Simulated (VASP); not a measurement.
# HfC (zincblende type) (F-43m) in VASP: further runs

HfC (zincblende type) is run at these levels: PBE; tasks: single point, relaxation of cell and atoms.

Everything below comes from runs of VASP 6.6.1. Logs are shortened: lines on timing, memory, paths and dates and some standing lists are left out, and cuts for length are marked.

## (1) The cell of the first run

Symmetry: F-43m, No. 216, cubic system. The conventional cell has a = 4.869 Å, b = 4.869 Å, c = 4.869 Å, α = 90.00°, β = 90.00°, γ = 90.00°. Within 2.8 Å of Hf (site symmetry -43m) lie 4 C at 2.11 Å. Within 2.8 Å of C (site symmetry -43m) lie 4 Hf at 2.11 Å.

## (2) Single point, PBE

Input file INCAR:

```
SYSTEM = HfC
  ALGO = Normal
  EDIFF = 1E-6
  ENCUT = 520
  GGA = PE
  ISIF = 2
  ISMEAR = -1
  LASPH = .True.
  LCHARG = .False.
  LREAL = .False.
  LWAVE = .False.
  NBANDS = 14
  NELM = 80
  PREC = Accurate
  SIGMA = 0.05
```

Input file KPOINTS:

```
k-points
0
Gamma
  14 14 14
  0 0 0
```

Input file POSCAR:

```
HfC
1.0
    0.0000000000      2.4343516346      2.4343516346
    2.4343516346      0.0000000000      2.4343516346
    2.4343516346      2.4343516346      0.0000000000
Hf C
1 1
Direct
    0.0000000000      0.0000000000      0.0000000000
    0.2500000000      0.2500000000      0.2500000000
```

Potentials or basis: VASP PAW PBE potentials, release 64 (Hf_pv, C).

Started as:

```console
> cat potpaw_PBE.64/Hf_pv/POTCAR potpaw_PBE.64/C/POTCAR > POTCAR
> mpirun -np 1 vasp_std > vasp.out
```

OUTCAR:

```text
SYSTEM = HfC
   EDIFF = 1E-6
   ENCUT = 520
   GGA = PE
   ISIF = 2
   ISMEAR = -1
   LASPH = .True.
   LREAL = .False.
   NELM = 80
   PREC = Accurate

 ion  position               nearest neighbor table
   1  0.000  0.000  0.000-   2 2.11   2 2.11   2 2.11   2 2.11
   2  0.250  0.250  0.250-   1 2.11   1 2.11   1 2.11   1 2.11

  LATTYP: Found a face centered cubic cell.
 ALAT       =     4.8687032692

  Lattice vectors:

 A1 = (   0.0000000000,   2.4343516346,   2.4343516346)
 A2 = (   2.4343516346,   0.0000000000,   2.4343516346)
 A3 = (   2.4343516346,   2.4343516346,   0.0000000000)

Analysis of symmetry for initial positions (statically):
=====================================================================
 Subroutine PRICEL returns:
 Original cell was already a primitive cell.

 Routine SETGRP: Setting up the symmetry group for a
 face centered cubic supercell.

 Subroutine GETGRP returns: Found 24 space group operations
 (whereof 24 operations were pure point group operations)
 out of a pool of 48 trial point group operations.

The static configuration has the point symmetry T_d .

Analysis of symmetry for dynamics (positions and initial velocities):
=====================================================================
 Subroutine PRICEL returns:
 Original cell was already a primitive cell.

 Routine SETGRP: Setting up the symmetry group for a
 face centered cubic supercell.

 Subroutine GETGRP returns: Found 24 space group operations
 (whereof 24 operations were pure point group operations)
 out of a pool of 48 trial point group operations.

The dynamic configuration has the point symmetry T_d .

 Subroutine INISYM returns: Found 24 space group operations
 (whereof 24 operations are pure point group operations),
 and found     1 'primitive' translations

----------------------------------------------------------------------------------------

                                     Primitive cell

  volume of cell :      28.8523

  direct lattice vectors                    reciprocal lattice vectors
     0.000000000  2.434351635  2.434351635    -0.205393499  0.205393499  0.205393499
     2.434351635  0.000000000  2.434351635     0.205393499 -0.205393499  0.205393499
     2.434351635  2.434351635  0.000000000     0.205393499  0.205393499 -0.205393499

  length of vectors
     3.442693097  3.442693097  3.442693097     0.355751976  0.355751976  0.355751976

  position of ions in fractional coordinates (direct lattice)
     0.000000000  0.000000000  0.000000000
     0.250000000  0.250000000  0.250000000

  ion indices of the primitive-cell ions
   primitive index   ion index
                 1           1
                 2           2
[... 79 lines left out ...]
   ISYM   =      2    0-nonsym 1-usesym 2-fastsym
   POTIM  = 0.5000    time-step for ionic-motion
   TEBEG  =    0.0;   TEEND  =   0.0 temperature during run
   PSTRESS=    0.0 pullay stress
   NELECT =      14.0000    total number of electrons
   NUPDOWN=      -1.0000    fix difference up-down
   EMIN   =  10.00;   EMAX   =-10.00  energy-range for DOS
   EFERMI =   0.00;   METHOD = LEGACY
   ISMEAR =    -1;   SIGMA  =   0.05  broadening in eV -4-tet -1-fermi 0-gaus
   EFERMI_NEDOS =   21; number of points for ismear=-14 and -15
   IALGO  =     38    algorithm
   IMIX   =      4    mixing-type and parameters
     AMIX     =   0.40;   BMIX     =  1.00
     AMIX_MAG =   1.60;   BMIX_MAG =  1.00
  volume/ion in A,a.u.               =      14.43        97.35
  Fermi-wavevector in a.u.,A,eV,Ry     =   1.286444  2.431027 22.516799  1.654938
  Thomas-Fermi vector in A             =   2.418518
   LORBIT       =      0    0 simple, 1 ext, 2 COOP (PROOUT), +10 PAW based schemes
   GGA     = PE    functional components
   LHFCALC =     F    Hartree Fock is set to
   AEXX    =    0.0000 exact exchange contribution
   IVDW    =     0    specifies the selected vdW correction
   LEPSILON=     F    determine dielectric tensor
   LRPA    =     F    only Hartree local field effects (RPA)
 non-spin polarized calculation
  energy-cutoff  :      520.00
  volume of cell :       28.85
 maximum number of plane-waves:       793
 NGX is ok and might be reduce to    28
   NGX = 13   NGY = 13   NGZ = 13

 number of electron      14.0000001 magnetization

 Free energy of the ion-electron system (eV)
  ---------------------------------------------------
  ext. energy  EPLUGINS =         0.00000000
  ---------------------------------------------------
  free energy    TOTEN  =       -19.57446848 eV

  energy without entropy =      -19.57355849  energy(sigma->0) =      -19.57401349

 E-fermi :   4.5707     XC(G=0): -11.2946

 val. band max:        4.4132327372   @ k =  -0.3571   0.5000   0.1429
 cond. band min:       4.6858710957   @ k =  -0.2857   0.5000   0.2143
 fundamental gap:      0.2726383584
 Fermi energy:         4.5706696584

 k-point     1 :       0.0000    0.0000    0.0000
  band No.  band energies     occupation
      1     -24.8499      2.00000
      2     -24.8499      2.00000
      3     -24.8499      2.00000
      4      -6.6846      2.00000
      5       1.7971      2.00000
      6       1.7971      2.00000
      7       1.7971      2.00000
      8       8.0808      0.00000
      9       8.2855      0.00000
     10       8.2855      0.00000
     11      14.2130      0.00000
     12      14.2130      0.00000
     13      14.2130      0.00000
     14      18.6392      0.00000
[... 377 lines left out ...]
      1     -25.0968      2.00000
      2     -24.9175      2.00000
      3     -24.9132      2.00000
      4      -5.4976      2.00000
      5       0.7349      2.00000
      6       2.4251      2.00000
      7       2.5281      2.00000
      8       6.6169      0.00000
      9       8.8008      0.00000
     10      10.4230      0.00000
     11      13.6029      0.00000
     12      13.9553      0.00000
     13      14.8146      0.00000
     14      16.0105      0.00000

 [... further k-points ...]
[... 5 lines left out ...]
  --------------------------------------------------------------------------------------
  -------------------------------------------------------------------------------------
  Total        3.5943904      3.5943904      3.5943904      0.0000000      0.0000000     -0.0000000
  in kB      199.5978675    199.5978675    199.5978675      0.0000000      0.0000000     -0.0000000
  external PRESSURE =     199.5978675 kB  Pullay stress =       0.0000000 kB

 VOLUME and BASIS-vectors are now :
 -----------------------------------------------------------------------------
  energy-cutoff  :      520.00
  volume of cell :       28.85
      direct lattice vectors                 reciprocal lattice vectors
     0.000000000  2.434351635  2.434351635    -0.205393499  0.205393499  0.205393499
     2.434351635  0.000000000  2.434351635     0.205393499 -0.205393499  0.205393499
     2.434351635  2.434351635  0.000000000     0.205393499  0.205393499 -0.205393499

 POSITION                                       TOTAL-FORCE (eV/Angst)
 -----------------------------------------------------------------------------------
      0.00000      0.00000      0.00000         0.000000     -0.000000     -0.000000
      1.21718      1.21718      1.21718        -0.000000      0.000000      0.000000
 -----------------------------------------------------------------------------------
    total drift:                               -0.000000     -0.000000     -0.000000

  FREE ENERGIE OF THE ION-ELECTRON SYSTEM (eV)
  ---------------------------------------------------
  free  energy   TOTEN  =       -19.5744684832 eV

  energy  without entropy=      -19.5735584906  energy(sigma->0) =      -19.57401349
```

stdout:

```text
POSCAR found type information on POSCAR HfC
 POSCAR found :  2 types and       2 ions
 scaLAPACK will be used
 LDA part: xc-table for (Slater+PW92), standard interpolation
 POSCAR, INCAR and KPOINTS ok, starting setup
 FFT: planning ... GRIDC
 FFT: planning ... GRID_SOFT
 FFT: planning ... GRID
 WAVECAR not read
 entering main loop
```

It took 52 s on 1 thread of Intel Xeon 8259CL, shared host; peak memory 0.18 GiB.

Results:

```yaml
Free_energy: -19.5745 eV
Pressure: 20.0 GPa
Band_gap_on_the_k_mesh: 0.27 eV, indirect (least direct gap 0.28 eV)
```

Caveat: spin-orbit coupling is left out, which moves the levels of the heavy elements. A k mesh can miss the band edges.

## (3) Single point, PBE

Input file INCAR:

```
PREC = Accurate
ENCUT = 520
EDIFF = 1E-7
ISMEAR = -1
SIGMA = 0.05
LREAL = False
LASPH = True
NELM = 100
ALGO = Normal
ISIF = 2
LWAVE = False
LCHARG = False
GGA = PE
NBANDS = 14
```

Input file KPOINTS:

```
Automatic mesh
0
Gamma
  14 14 14
```

Input file POSCAR:

```
HfC
1.0
    0.0000000000      2.4345132259      2.4345132259
    2.4345132259      0.0000000000      2.4345132259
    2.4345132259      2.4345132259      0.0000000000
Hf C
1 1
Direct
    0.0000000000      0.0000000000      0.0000000000
    0.2500000000      0.2500000000      0.2500000000
```

Potentials or basis: VASP PAW PBE potentials, release 64 (Hf_pv, C).

Started as:

```console
> cat potpaw_PBE.64/Hf_pv/POTCAR potpaw_PBE.64/C/POTCAR > POTCAR
> mpirun -np 1 vasp_std > vasp.out
```

Run time: 66 s. Hardware: 1 thread of Intel Xeon 8259CL, shared host; peak memory 0.19 GiB.

Results (log left out):

* Free energy: -19.5752 eV
* Pressure: 19.9 GPa
* Band gap on the k mesh: 0.27 eV, indirect (least direct gap 0.28 eV)

Levels at points of the mesh, in eV from the valence-band top:
```csv
k point,band 5,band 6,band 7,band 8,band 9,band 10
"(0.00, 0.00, 0.00)",-2.62,-2.62,-2.62,3.67,3.87,3.87
"(0.50, 0.00, 0.00)",-3.06,-1.95,-1.95,4.27,4.75,4.75
"(0.50, 0.50, 0.00)",-4.60,-0.01,-0.01,0.47,4.92,5.81
```

Caveat: spin-orbit coupling is left out, which moves the levels of the heavy elements. A k mesh can miss the band edges.

## (4) Relaxation of cell and atoms, PBE, target pressure 20 GPa, at which the enthalpy is minimised

This run uses another cell than the first one, of 13.70 Å³/atom, 0.949 times its volume.

Input file INCAR:

```
SYSTEM = HfC
PREC = Accurate
ENCUT = 600
EDIFF = 1E-7
ISMEAR = -1
SIGMA = 0.05
LREAL = .FALSE.
LASPH = .TRUE.
NELM = 60
ALGO = Normal
ISIF = 3
LWAVE = .FALSE.
LCHARG = .FALSE.
GGA = PE
IBRION = 2
NSW = 60
EDIFFG = -0.005
PSTRESS = 200.0
```

Input file KPOINTS:

```
Automatic mesh
0
G
  14 14 14
  0 0 0
```

Input file POSCAR:

```
HfC
1.0
    0.0000000000      2.3925137820      2.3925137820
    2.3925137820      0.0000000000      2.3925137820
    2.3925137820      2.3925137820      0.0000000000
Hf C
1 1
Direct
    0.0000000000      0.0000000000      0.0000000000
    0.2500000000      0.2500000000      0.2500000000
```

Started as:

```console
> cat potpaw_PBE.64/Hf_pv/POTCAR potpaw_PBE.64/C/POTCAR > POTCAR
> mpirun -np 1 vasp_std > vasp.out
```

Run time: 3.2 min. Hardware: 1 thread of Intel Xeon 8259CL, shared host; peak memory 0.2 GiB.

The run converged. Its results:

```
Free energy                                            : -19.5732 eV
Relaxed volume                                         : 14.42 Å³/atom
Relaxed cell                                           : a = 3.442 Å, b = 3.442 Å, c = 3.442 Å, α = 60.00°, β = 60.00°, γ = 60.00°
Space group after relaxing (to 0.05 Å)                 : F-43m (No. 216)
Energy change on relaxing (the enthalpy is what falls) : -118.4 meV/atom
Ionic steps                                            : 4
Pressure after relaxing                                : 20.0 GPa
Band gap on the k mesh                                 : 0.27 eV, indirect (least direct gap 0.28 eV)
```

Step by step:
| step | energy change (eV) | largest force (eV/Å) | pressure (GPa) | volume (Å³) |
| --- | --- | --- | --- | --- |
| 1 | 0.0000 | 0.0000 | 32.76 | 27.39 |
| 2 | -0.4189 | 0.0000 | 0.31 | 31.95 |
| 3 | -0.2425 | 0.0000 | 19.62 | 28.89 |
| 4 | -0.2367 | 0.0000 | 19.98 | 28.84 |

Final structure:
```cif
data_structure
_symmetry_space_group_name_H-M 'P 1'
_symmetry_Int_Tables_number 1
_cell_length_a 3.4423
_cell_length_b 3.4423
_cell_length_c 3.4423
_cell_angle_alpha 60.000
_cell_angle_beta 60.000
_cell_angle_gamma 60.000
_cell_volume 28.84
loop_
_atom_site_label
_atom_site_type_symbol
_atom_site_fract_x
_atom_site_fract_y
_atom_site_fract_z
_atom_site_occupancy
Hf1 Hf 0.00000 0.00000 0.00000 1
C1 C 0.25000 0.25000 0.25000 1
```

Levels at points of the mesh, in eV from the valence-band top:
| k point | band 5 | band 6 | band 7 | band 8 | band 9 | band 10 |
| --- | --- | --- | --- | --- | --- | --- |
| (0.00, 0.00, 0.00) | -2.62 | -2.62 | -2.62 | 3.67 | 3.87 | 3.87 |
| (0.50, 0.00, 0.00) | -3.06 | -1.95 | -1.95 | 4.27 | 4.75 | 4.75 |
| (0.50, 0.50, 0.00) | -4.60 | -0.01 | -0.01 | 0.47 | 4.93 | 5.81 |

Caveat: the cell is relaxed towards a set pressure, so the enthalpy falls and the energy may rise; spin-orbit coupling is left out, which moves the levels of the heavy elements.

## (5) Relaxation of cell and atoms, PBE, target pressure 20 GPa, at which the enthalpy is minimised

Input file INCAR:

```
  PREC = Accurate
  ENCUT = 600
  EDIFF = 1E-6
  ISMEAR = -1
  SIGMA = 0.05
  LREAL = False
  LASPH = True
  NELM = 60
  ALGO = Normal
  ISIF = 3
  LWAVE = False
  LCHARG = False
  GGA = PE
  IBRION = 2
  NSW = 32
  EDIFFG = -0.005
  PSTRESS = 200.0
```

Input file KPOINTS:

```
Automatic mesh
0
Gamma
  14 14 14
```

Input file POSCAR:

```
HfC
1.0
    0.0000000000      2.4343516346      2.4343516346
    2.4343516346      0.0000000000      2.4343516346
    2.4343516346      2.4343516346      0.0000000000
Hf C
1 1
Direct
    0.0000000000      0.0000000000      0.0000000000
    0.2500000000      0.2500000000      0.2500000000
```

Potentials or basis: VASP PAW PBE potentials, release 64 (Hf_pv, C).

Started as:

```console
> cat potpaw_PBE.64/Hf_pv/POTCAR potpaw_PBE.64/C/POTCAR > POTCAR
> mpirun -np 1 vasp_std > vasp.out
```

OUTCAR:

```text
PREC = Accurate
   ENCUT = 600
   EDIFF = 1E-6
   ISMEAR = -1
   LREAL = False
   LASPH = True
   NELM = 60
   ISIF = 3
   GGA = PE
   IBRION = 2
   NSW = 32
   EDIFFG = -0.005
   PSTRESS = 200.0

 ion  position               nearest neighbor table
   1  0.000  0.000  0.000-   2 2.11   2 2.11   2 2.11   2 2.11
   2  0.250  0.250  0.250-   1 2.11   1 2.11   1 2.11   1 2.11

  LATTYP: Found a face centered cubic cell.
 ALAT       =     4.8687032692

  Lattice vectors:

 A1 = (   0.0000000000,   2.4343516346,   2.4343516346)
 A2 = (   2.4343516346,   0.0000000000,   2.4343516346)
 A3 = (   2.4343516346,   2.4343516346,   0.0000000000)

Analysis of symmetry for initial positions (statically):
=====================================================================
 Subroutine PRICEL returns:
[... 265 lines left out ...]
  band No.  band energies     occupation
      1     -24.8440      2.00000
      2     -24.8440      2.00000
      3     -24.8440      2.00000
      4      -6.6834      2.00000
      5       1.7989      2.00000
      6       1.7989      2.00000
      7       1.7989      2.00000
      8       8.0864      0.00000
      9       8.2906      0.00000
     10       8.2906      0.00000
     11      14.2196      0.00000
[... 309 lines left out ...]
 k-point    24 :       0.2857    0.1429    0.0000
  band No.  band energies     occupation
      1     -25.0914      2.00000
      2     -24.9117      2.00000
      3     -24.9074      2.00000
      4      -5.4955      2.00000
      5       0.7366      2.00000
      6       2.4274      2.00000
      7       2.5304      2.00000
      8       6.6209      0.00000
      9       8.8063      0.00000
     10      10.4287      0.00000
     11      13.6116      0.00000

 [... further k-points ...]

------------------------ aborting loop because EDIFF is reached ----------------------------------------

  FORCE on cell =-STRESS in cart. coord.  units (eV):
  Direction    XX          YY          ZZ          XY          YZ          ZX
  --------------------------------------------------------------------------------------
  -------------------------------------------------------------------------------------
  Total        3.5983705      3.5983705      3.5983705      0.0000000      0.0000000      0.0000000
  in kB      199.9214611    199.9214611    199.9214611      0.0000000      0.0000000      0.0000000
  external PRESSURE =      -0.0785389 kB  Pullay stress =     200.0000000 kB
[... 21 lines left out ...]
  energy  without entropy=      -19.5727833136  energy(sigma->0) =      -19.57323783

  enthalpy is  TOTEN    =       -15.9739082069 eV   P V=        3.5997841382

 reached required accuracy - stopping structural energy minimisation
```

OSZICAR:

```text
N       E                     dE             d eps       ncg     rms          rms(c)
DAV:   1     0.323005532295E+02    0.32301E+02   -0.83133E+03  2288   0.133E+03
DAV:   2    -0.216687789596E+02   -0.53969E+02   -0.50489E+02  3092   0.232E+02
DAV:   3    -0.240161813710E+02   -0.23474E+01   -0.23331E+01  2833   0.373E+01
[... 17 lines left out ...]
       N       E                     dE             d eps       ncg     rms          rms(c)
DAV:   1    -0.195737368482E+02   -0.36642E-02   -0.11700E-03  2447   0.333E-01    0.912E-02
DAV:   2    -0.195737037893E+02    0.33059E-04   -0.54231E-05  2417   0.687E-02    0.424E-02
DAV:   3    -0.195736924610E+02    0.11328E-04   -0.31984E-05  2492   0.497E-02    0.279E-02
DAV:   4    -0.195736923451E+02    0.11590E-06   -0.57658E-07  1510   0.804E-03
   3 F= -.15973908E+02 E0= -.15973454E+02  d E =-.755429E-05
```

Wall time 59 s (1 thread of Intel Xeon Platinum 8259CL at 2.50GHz (Skylake/Cascade Lake), shared host); peak memory 0.19 GiB.

What came out:

```yaml
Free_energy: -19.5737 eV
Relaxed_volume: 14.42 Å³/atom
Relaxed_cell: a = 3.442 Å, b = 3.442 Å, c = 3.442 Å, α = 60.00°, β = 60.00°, γ = 60.00°
Space_group_after_relaxing_to_0.05_Å: F-43m (No. 216)
Energy_change_on_relaxing_the_enthalpy_is_what_falls: +0.9 meV/atom
Ionic_steps: 3
Pressure_after_relaxing: 20.0 GPa
Band_gap_on_the_k_mesh: 0.27 eV, indirect (least direct gap 0.28 eV)
```

Step by step:
```tsv
step	energy change (eV)	largest force (eV/Å)	pressure (GPa)	volume (Å³)
1	0.0000	0.0000	19.88	28.85
2	0.0055	0.0000	20.23	28.81
3	0.0018	0.0000	19.99	28.84
```

Final structure:
```
Hf C
1.0
     0.00000    2.43394    2.43394
     2.43394    0.00000    2.43394
     2.43394    2.43394    0.00000
Hf C
1 1
Direct
  0.00000 0.00000 0.00000
  0.25000 0.25000 0.25000
```

Levels at points of the mesh, in eV from the valence-band top:
| k point | band 4 | band 5 | band 6 | band 7 | band 8 | band 9 | band 10 | band 11 |
| --- | --- | --- | --- | --- | --- | --- | --- | --- |
| (0.00, 0.00, 0.00) | -11.10 | -2.62 | -2.62 | -2.62 | 3.67 | 3.87 | 3.87 | 9.80 |
| (0.50, 0.00, 0.00) | -9.22 | -3.06 | -1.95 | -1.95 | 4.27 | 4.75 | 4.75 | 7.05 |
| (0.50, 0.50, 0.00) | -8.50 | -4.60 | -0.01 | -0.01 | 0.47 | 4.93 | 5.82 | 6.42 |

Caveat: the cell is relaxed towards a set pressure, so the enthalpy falls and the energy may rise; spin-orbit coupling is left out, which moves the levels of the heavy elements.

## (6) Summary

```tsv
task	cell	cutoff (eV)	gap on the mesh (eV)	pressure (GPa)
single point	a = 3.443 Å, angles 60.0°, 2 atoms	520	0.27	19.9
relaxation of cell and atoms	relaxed to 20 GPa from a = 3.384 Å, angles 60.0°, 2 atoms	600	0.27	20.0
relaxation of cell and atoms	relaxed to 20 GPa from a = 3.443 Å, angles 60.0°, 2 atoms	600	0.27	20.0
```

Alike in all rows: level PBE; potentials or basis VASP PAW PBE potentials, release 64 (Hf_pv, C); no spin polarisation; k mesh 14 × 14 × 14; smearing fermi-dirac 0.05 eV.

Caveats: spin-orbit coupling is left out, which moves the levels of the heavy elements; the cell is relaxed towards a set pressure, so the enthalpy falls and the energy may rise (some runs).

Absolute energies hang on the potentials; compare differences alone.
